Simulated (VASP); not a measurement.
# Sc (I4/mcm) in VASP: a series of runs, part 2 of 2

VASP 6.6.1.

### 4 Single point, LDA

File POSCAR:

```
Sc
1.0
   -3.0880123167      3.0880123167      2.7062434742
    3.0880123167     -3.0880123167      2.7062434742
    3.0880123167      3.0880123167     -2.7062434742
Sc
4
Direct
    0.1637304900      0.3362695100      0.5000000000
    0.6637304900      0.1637304900      0.8274609800
    0.3362695100      0.8362695100      0.1725390200
    0.8362695100      0.6637304900      0.5000000000
```

File INCAR.step1:

```
SYSTEM = Sc
ALGO = Normal
EDIFF = 1E-6
ENCUT = 520
ISIF = 2
ISMEAR = -1
LASPH = .TRUE.
LCHARG = .TRUE.
LMAXMIX = 4
LREAL = .FALSE.
LWAVE = .FALSE.
NBANDS = 30
NELM = 60
PREC = Accurate
SIGMA = 0.08
```

File KPOINTS.step1:

```
k-points
0
G
  8 8 8
  0 0 0
```

File INCAR.step2:

```
SYSTEM = Sc
ALGO = Normal
EDIFF = 1E-6
ENCUT = 520
ICHARG = 11
ISIF = 2
ISMEAR = -5
LASPH = .TRUE.
LCHARG = .FALSE.
LMAXMIX = 4
LORBIT = 10
LREAL = .FALSE.
LWAVE = .FALSE.
NBANDS = 30
NEDOS = 1001
NELM = 60
PREC = Accurate
SIGMA = 0.08
```

File KPOINTS.step2:

```
k-points
0
G
  12 12 12
  0 0 0
```

Potentials or basis: VASP PAW LDA potentials, release 64 (Sc_sv).

The run is started by

```console
$ cat potpaw_LDA.64/Sc_sv/POTCAR > POTCAR
$ cp INCAR.step1 INCAR
$ cp KPOINTS.step1 KPOINTS
$ mpirun -np 1 vasp_std > vasp.out
$ cp INCAR.step2 INCAR
$ cp KPOINTS.step2 KPOINTS
$ mpirun -np 1 vasp_std > vasp.out
```

OUTCAR:

```text
SYSTEM = Sc
   EDIFF = 1E-6
   ENCUT = 520
   ICHARG = 11
   ISIF = 2
   ISMEAR = -5
   LASPH = .TRUE.
   LORBIT = 10
   LREAL = .FALSE.
   NELM = 60
   PREC = Accurate

 ion  position               nearest neighbor table
   1  0.164  0.336  0.500-   4 2.86   4 3.10   4 3.10   3 3.27   3 3.27   2 3.27   2 3.27   2 3.38
                             2 3.38   3 3.38   3 3.38
   2  0.664  0.164  0.827-   3 2.86   3 3.10   3 3.10   1 3.27   4 3.27   4 3.27   1 3.27   4 3.38
                             1 3.38   1 3.38   4 3.38
   3  0.336  0.836  0.173-   2 2.86   2 3.10   2 3.10   4 3.27   1 3.27   4 3.27   1 3.27   1 3.38
                             4 3.38   4 3.38   1 3.38
   4  0.836  0.664  0.500-   1 2.86   1 3.10   1 3.10   2 3.27   2 3.27   3 3.27   3 3.27   2 3.38
                             3 3.38   2 3.38   3 3.38

  LATTYP: Found a body centered tetragonal cell.
 ALAT       =     6.1760246334
 C/A-ratio  =     0.8763706866

  Lattice vectors:

 A1 = (  -3.0880123167,   3.0880123167,   2.7062434742)
 A2 = (   3.0880123167,  -3.0880123167,   2.7062434742)
 A3 = (   3.0880123167,   3.0880123167,  -2.7062434742)

Analysis of symmetry for initial positions (statically):
[... 977 lines left out ...]
     29       4.9187      0.00000
     30       4.9789      0.00000

 [... further k-points ...]

------------------------ aborting loop because EDIFF is reached ----------------------------------------

  FORCE on cell =-STRESS in cart. coord.  units (eV):
  Direction    XX          YY          ZZ          XY          YZ          ZX
  --------------------------------------------------------------------------------------
  -------------------------------------------------------------------------------------
  Total       -2.9348739     -2.9348739     -2.4009851      0.0000000      0.0000000     -0.0000000
  in kB      -45.5528042    -45.5528042    -37.2662033      0.0000000      0.0000000     -0.0000000
  external PRESSURE =     -42.7906039 kB  Pullay stress =       0.0000000 kB

 VOLUME and BASIS-vectors are now :
 -----------------------------------------------------------------------------
  energy-cutoff  :      520.00
  volume of cell :      103.23
      direct lattice vectors                 reciprocal lattice vectors
    -3.088012317  3.088012317  2.706243474     0.000000000  0.161916453  0.184757951
     3.088012317 -3.088012317  2.706243474     0.161916453  0.000000000  0.184757951
     3.088012317  3.088012317 -2.706243474     0.161916453  0.161916453  0.000000000

 POSITION                                       TOTAL-FORCE (eV/Angst)
 -----------------------------------------------------------------------------------
      2.07681      1.01120      0.00000         0.044150     -0.044150      0.000000
      1.01120      4.09922      0.00000        -0.044150     -0.044150      0.000000
      2.07681     -1.01120      2.70624         0.044150      0.044150     -0.000000
      1.01120      2.07681      2.70624        -0.044150      0.044150      0.000000
 -----------------------------------------------------------------------------------
    total drift:                               -0.000000      0.000000     -0.000000

  FREE ENERGIE OF THE ION-ELECTRON SYSTEM (eV)
  ---------------------------------------------------
  free  energy   TOTEN  =       -25.9499077471 eV

  energy  without entropy=      -25.9499077471  energy(sigma->0) =      -25.94990775

 total charge

# of ion       s       p       d       tot
------------------------------------------
    1        2.286   6.086   1.071   9.443
    2        2.286   6.086   1.071   9.443
    3        2.286   6.086   1.071   9.443
    4        2.286   6.086   1.071   9.443
--------------------------------------------------
tot          9.145  24.343   4.285  37.772
```

OUTCAR.step1:

```text
SYSTEM = Sc
   EDIFF = 1E-6
   ENCUT = 520
   ISIF = 2
   ISMEAR = -1
   LASPH = .TRUE.
   LREAL = .FALSE.
   NELM = 60
[... 1025 lines left out ...]
      1.01120      4.09922      0.00000        -0.025722     -0.025722     -0.000000
      2.07681     -1.01120      2.70624         0.025722      0.025722      0.000000
      1.01120      2.07681      2.70624        -0.025722      0.025722      0.000000
 -----------------------------------------------------------------------------------
    total drift:                               -0.000000      0.000000     -0.000000

  FREE ENERGIE OF THE ION-ELECTRON SYSTEM (eV)
  ---------------------------------------------------
  free  energy   TOTEN  =       -26.0129565083 eV

  energy  without entropy=      -25.8836208662  energy(sigma->0) =      -25.94828869
```

OSZICAR.step1:

```text
N       E                     dE             d eps       ncg     rms          rms(c)
DAV:   1     0.937086170815E+03    0.93709E+03   -0.19381E+04  3548   0.157E+03
DAV:   2     0.419818681662E+02   -0.89510E+03   -0.88127E+03  5284   0.749E+02
DAV:   3    -0.253697463231E+02   -0.67352E+02   -0.64729E+02  5788   0.304E+02
DAV:   4    -0.287096457810E+02   -0.33399E+01   -0.31690E+01  5984   0.555E+01
DAV:   5    -0.288344223815E+02   -0.12478E+00   -0.12287E+00  6040   0.123E+01    0.110E+01
DAV:   6    -0.263833554277E+02    0.24511E+01   -0.54277E+00  4692   0.231E+01    0.328E+00
DAV:   7    -0.260413925922E+02    0.34196E+00   -0.13375E+00  5072   0.109E+01    0.116E+00
DAV:   8    -0.260157680562E+02    0.25625E-01   -0.89754E-02  5770   0.355E+00    0.337E-01
DAV:   9    -0.260132649563E+02    0.25031E-02   -0.26026E-02  5248   0.150E+00    0.154E-01
DAV:  10    -0.260129530787E+02    0.31188E-03   -0.20239E-03  5816   0.522E-01    0.309E-02
DAV:  11    -0.260129564250E+02   -0.33463E-05   -0.77487E-05  6064   0.132E-01    0.664E-03
DAV:  12    -0.260129565083E+02   -0.83286E-07   -0.59340E-06  4920   0.342E-02
   1 F= -.26012957E+02 E0= -.25948289E+02  d E =-.129336E+00
```

It took 11 min on 1 thread of Intel Xeon 8259CL, shared host; peak memory 0.45 GiB.

Results:

```yaml
Valence_electrons_inside_the_program's_atomic_spheres: Sc 9.44
```

Levels at points of the mesh, in eV from the Fermi level:
```csv
k point,band 19,band 20,band 21,band 22,band 23,band 24,band 25,band 26
"(0.00, 0.00, 0.00)",-0.65,-0.39,-0.30,-0.30,0.27,0.96,0.96,1.36
"(0.50, 0.00, 0.00)",-1.10,-1.10,-0.06,-0.06,0.70,0.70,0.84,0.84
"(0.50, 0.50, 0.00)",-0.56,-0.48,-0.42,-0.42,-0.31,1.00,1.05,1.17
"(0.50, 0.50, 0.50)",-1.58,-0.94,-0.72,0.31,0.55,0.65,0.65,0.95
```
